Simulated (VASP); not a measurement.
# Si2Ni (Fm-3m) in VASP: vibrations by perturbation theory with PBE

Aim: the vibrations by perturbation theory of Si2Ni with PBE.

Program: VASP 6.6.1. These are calculated values, not measurements. Logs are shortened: lines on timing, memory, paths and dates and some standing lists are left out, and cuts for length are marked.

### 1 The cell of the first run

It takes space group Fm-3m (No. 225, cubic). The conventional cell has a = 5.445 Å, b = 5.445 Å, c = 5.445 Å, α = 90.00°, β = 90.00°, γ = 90.00°. Within 3.1 Å of Si (site symmetry -43m) lie 4 Ni at 2.36 Å and 6 Si at 2.72 Å. Within 3.1 Å of Ni (site symmetry m-3m) lie 8 Si at 2.36 Å.

### 2 Vibrations by perturbation theory, PBE

INCAR

```
SYSTEM = Si2Ni
PREC = Accurate
ENCUT = 600
EDIFF = 1E-8
ISMEAR = 1
SIGMA = 0.1
LREAL = .False.
LASPH = .True.
NELM = 120
ALGO = Normal
ISIF = 2
LWAVE = .False.
LCHARG = .False.
GGA = PE
NBANDS = 16
IBRION = 8
NSW = 1
GGA_COMPAT = .False.
```

KPOINTS

```
Automatic mesh
0
Gamma
  16 16 16
  0 0 0
```

POSCAR

```
Si2Ni
1.0
    0.0000000000      2.7222891144      2.7222891144
    2.7222891144      0.0000000000      2.7222891144
    2.7222891144      2.7222891144      0.0000000000
Si Ni
2 1
Direct
    0.2500000000      0.2500000000      0.2500000000
    0.7500000000      0.7500000000      0.7500000000
    0.0000000000      0.0000000000      0.0000000000
```

Potentials or basis: VASP PAW PBE potentials, release 64 (Si, Ni).

Launch:

```
$ cat potpaw_PBE.64/Si/POTCAR potpaw_PBE.64/Ni/POTCAR > POTCAR
$ mpirun -np 1 vasp_std > vasp.out
```

OUTCAR:

```text
SYSTEM = Si2Ni
   PREC = Accurate
   ENCUT = 600
   EDIFF = 1E-8
   ISMEAR = 1
   LREAL = .False.
   LASPH = .True.
   NELM = 120
   ISIF = 2
   GGA = PE
   IBRION = 8
   NSW = 1

 ion  position               nearest neighbor table
   1  0.250  0.250  0.250-   3 2.36   3 2.36   3 2.36   3 2.36   2 2.72   2 2.72   2 2.72   2 2.72
                             2 2.72   2 2.72
   2  0.750  0.750  0.750-   3 2.36   3 2.36   3 2.36   3 2.36   1 2.72   1 2.72   1 2.72   1 2.72
                             1 2.72   1 2.72
   3  0.000  0.000  0.000-   2 2.36   2 2.36   2 2.36   1 2.36   1 2.36   1 2.36   2 2.36   1 2.36

  LATTYP: Found a face centered cubic cell.
 ALAT       =     5.4445782288

  Lattice vectors:

 A1 = (   0.0000000000,   2.7222891144,   2.7222891144)
 A2 = (   2.7222891144,   0.0000000000,   2.7222891144)
 A3 = (   2.7222891144,   2.7222891144,   0.0000000000)

Analysis of symmetry for initial positions (statically):
=====================================================================
 Subroutine PRICEL returns:
 Original cell was already a primitive cell.

 Routine SETGRP: Setting up the symmetry group for a
 face centered cubic supercell.

 Subroutine GETGRP returns: Found 48 space group operations
 (whereof 48 operations were pure point group operations)
 out of a pool of 48 trial point group operations.

The static configuration has the point symmetry O_h .

Analysis of symmetry for dynamics (positions and initial velocities):
=====================================================================
 Subroutine PRICEL returns:
 Original cell was already a primitive cell.

 Routine SETGRP: Setting up the symmetry group for a
 face centered cubic supercell.

 Subroutine GETGRP returns: Found 48 space group operations
 (whereof 48 operations were pure point group operations)
 out of a pool of 48 trial point group operations.

The dynamic configuration has the point symmetry O_h .

 Subroutine INISYM returns: Found 48 space group operations
 (whereof 48 operations are pure point group operations),
 and found     1 'primitive' translations

----------------------------------------------------------------------------------------

                                     Primitive cell

  volume of cell :      40.3490

  direct lattice vectors                    reciprocal lattice vectors
     0.000000000  2.722289114  2.722289114    -0.183668956  0.183668956  0.183668956
     2.722289114  0.000000000  2.722289114     0.183668956 -0.183668956  0.183668956
     2.722289114  2.722289114  0.000000000     0.183668956  0.183668956 -0.183668956

  length of vectors
     3.849898186  3.849898186  3.849898186     0.318123964  0.318123964  0.318123964

  position of ions in fractional coordinates (direct lattice)
     0.250000000  0.250000000  0.250000000
     0.750000000  0.750000000  0.750000000
     0.000000000  0.000000000  0.000000000

  ion indices of the primitive-cell ions
   primitive index   ion index
                 1           1
                 2           2
                 3           3

----------------------------------------------------------------------------------------

 KPOINTS: Automatic mesh

Automatic generation of k-mesh.
 Grid dimensions read from file:
 generate k-points for:   16   16   16

 Generating k-lattice:

[... 89 lines left out ...]
   IVDW    =     0    specifies the selected vdW correction
   LEPSILON=     F    determine dielectric tensor
   LRPA    =     F    only Hartree local field effects (RPA)
 non-spin polarized calculation
 Methfessel and Paxton  Order N= 1 SIGMA  =   0.10
  energy-cutoff  :      600.00
  volume of cell :       40.35
 maximum number of plane-waves:      1367
   NGX = 15   NGY = 15   NGZ = 15

--------------------------------------- Ionic step        1  -------------------------------------------

 number of electron      17.9999998 magnetization

 Free energy of the ion-electron system (eV)
  ---------------------------------------------------
  ext. energy  EPLUGINS =         0.00000000
  ---------------------------------------------------
  free energy    TOTEN  =       -17.36790709 eV

  energy without entropy =      -17.36725230  energy(sigma->0) =      -17.36768883

 E-fermi :  10.1085     XC(G=0): -11.4886

 val. band max:       10.1070993957   @ k =   0.3125   0.1250   0.0625
 cond. band min:      10.1205812222   @ k =  -0.1875   0.1875   0.0000
 fundamental gap:      0.0134818265
 Fermi energy:        10.1084884461

 k-point     1 :       0.0000    0.0000    0.0000
  band No.  band energies     occupation
      1      -3.5098      2.00000
      2       5.0762      2.00000
      3       5.0762      2.00000
      4       5.0762      2.00000
      5       6.7454      2.00000
      6       6.7454      2.00000
[... 433 lines left out ...]
      3       5.0839      2.00000
      4       5.1433      2.00000
      5       6.6876      2.00000
      6       6.7461      2.00000
[... 8 lines left out ...]
     15      14.2834      0.00000
     16      15.0439      0.00000

 [... further k-points ...]

------------------------ aborting loop because EDIFF is reached ----------------------------------------

  FORCE on cell =-STRESS in cart. coord.  units (eV):
  Direction    XX          YY          ZZ          XY          YZ          ZX
  --------------------------------------------------------------------------------------
  -------------------------------------------------------------------------------------
  Total        0.0016291      0.0016291      0.0016291     -0.0000000     -0.0000000      0.0000000
  in kB        0.0646868      0.0646868      0.0646868     -0.0000000     -0.0000000      0.0000000
  external PRESSURE =       0.0646868 kB  Pullay stress =       0.0000000 kB

 VOLUME and BASIS-vectors are now :
 -----------------------------------------------------------------------------
  energy-cutoff  :      600.00
  volume of cell :       40.35
      direct lattice vectors                 reciprocal lattice vectors
     0.000000000  2.722289114  2.722289114    -0.183668956  0.183668956  0.183668956
     2.722289114  0.000000000  2.722289114     0.183668956 -0.183668956  0.183668956
     2.722289114  2.722289114  0.000000000     0.183668956  0.183668956 -0.183668956

 POSITION                                       TOTAL-FORCE (eV/Angst)
 -----------------------------------------------------------------------------------
      1.36114      1.36114      1.36114         0.000000     -0.000000      0.000000
      4.08343      4.08343      4.08343        -0.000000      0.000000     -0.000000
      0.00000      0.00000      0.00000         0.000000      0.000000     -0.000000
 -----------------------------------------------------------------------------------
    total drift:                                0.000000     -0.000000      0.000000

  FREE ENERGIE OF THE ION-ELECTRON SYSTEM (eV)
  ---------------------------------------------------
  free  energy   TOTEN  =       -17.3679070937 eV

  energy  without entropy=      -17.3672523026  energy(sigma->0) =      -17.36768883

[... ionic steps 2 to 9 ...]

--------------------------------------- Ionic step       10  -------------------------------------------

 Free energy of the ion-electron system (eV)
  ---------------------------------------------------
  ---------------------------------------------------
  free energy    TOTEN  =        -0.18774483 eV

  energy without entropy =       -0.18774483

------------------------ aborting loop because EDIFF is reached ----------------------------------------

 INTERNAL STRAIN TENSOR  FOR ION    3  DIRECTION 1   (eV/Angst):
 -----------------------------------------------------------------------------
    -0.01296 -0.00000  0.00000
     0.00000  0.02225 -0.00000
    -0.00000 -0.00000  0.02225

 INTERNAL STRAIN TENSOR FOR ION    3 for displacements in x,y,z  (eV/Angst):
          X           Y           Z          XY          YZ          ZX
  --------------------------------------------------------------------------------
  x     0.00000     0.00000     0.00000     0.00000     0.00000     0.00000
  y     0.00000     0.00000     0.00000     0.00000     0.00000     0.00000
  z     0.00000     0.00000     0.00000     0.00000     0.00000     0.00000

 SECOND DERIVATIVES (NOT SYMMETRIZED)
 ------------------------------------
               1X          1Y          1Z          2X          2Y          2Z          3X          3Y          3Z
  1X    -7.024781    0.000000    0.000000    2.371878    0.000000    0.000000    4.652903    0.000000    0.000000
  1Y     0.000000   -7.024781    0.000000    0.000000    2.371878    0.000000    0.000000    4.652903    0.000000
  1Z     0.000000    0.000000   -7.024781    0.000000    0.000000    2.371878    0.000000    0.000000    4.652903
  2X     2.371878    0.000000    0.000000   -7.024781    0.000000    0.000000    4.652903    0.000000    0.000000
  2Y     0.000000    2.371878    0.000000    0.000000   -7.024781    0.000000    0.000000    4.652903    0.000000
  2Z     0.000000    0.000000    2.371878    0.000000    0.000000   -7.024781    0.000000    0.000000    4.652903
  3X     4.644989    0.000000    0.000000    4.644989    0.000000    0.000000   -9.289979    0.000000    0.000000
  3Y     0.000000    4.644989    0.000000    0.000000    4.644989    0.000000    0.000000   -9.289979    0.000000
  3Z     0.000000    0.000000    4.644989    0.000000    0.000000    4.644989    0.000000    0.000000   -9.289979

 Eigenvectors and eigenvalues of the dynamical matrix
 ----------------------------------------------------

   1 f  =    9.042745 THz    56.817240 2PiTHz  301.633492 cm-1    37.397770 meV
             X         Y         Z           dx          dy          dz
      1.361145  1.361145  1.361145    -0.589584    0.390372   -0.000000
      4.083434  4.083434  4.083434     0.589584   -0.390372    0.000000
      0.000000  0.000000  0.000000     0.000000   -0.000000    0.000000
[... 43 lines left out ...]
   9 f/i=    0.003786 THz     0.023786 2PiTHz    0.126277 cm-1     0.015656 meV
             X         Y         Z           dx          dy          dz
      1.361145  1.361145  1.361145    -0.385013    0.307565    0.038354
      4.083434  4.083434  4.083434    -0.385013    0.307565    0.038354
      0.000000  0.000000  0.000000    -0.557045    0.444991    0.055491

--------------------------------------------------------------------------------------------------------

 ELASTIC MODULI CONTR FROM IONIC RELAXATION (kBar)
 Direction    XX          YY          ZZ          XY          YZ          ZX
 --------------------------------------------------------------------------------
 XX          -0.0000     -0.0000     -0.0000     -0.0000      0.0000     -0.0000
 YY          -0.0000     -0.0000     -0.0000     -0.0000     -0.0000     -0.0000
 ZZ          -0.0000     -0.0000     -0.0000     -0.0000     -0.0000     -0.0000
 XY          -0.0000     -0.0000     -0.0000   -432.5129      0.0000     -0.0000
 YZ           0.0000     -0.0000     -0.0000      0.0000   -432.5129     -0.0000
 ZX          -0.0000     -0.0000     -0.0000     -0.0000     -0.0000   -432.5129
 --------------------------------------------------------------------------------
```

Run time: 26 min. Hardware: 1 thread of Oxide Virtual Turin-like, shared host; peak memory 1 GiB.

What came out:

```yaml
Highest_phonon_frequency_at_Γ: 302 cm⁻¹
```

Phonon frequencies in cm⁻¹ (negative: imaginary):
| q point | frequencies |
| --- | --- |
| (0.000, 0.000, 0.000) | 0 0 0 297 297 297 302 302 302 |
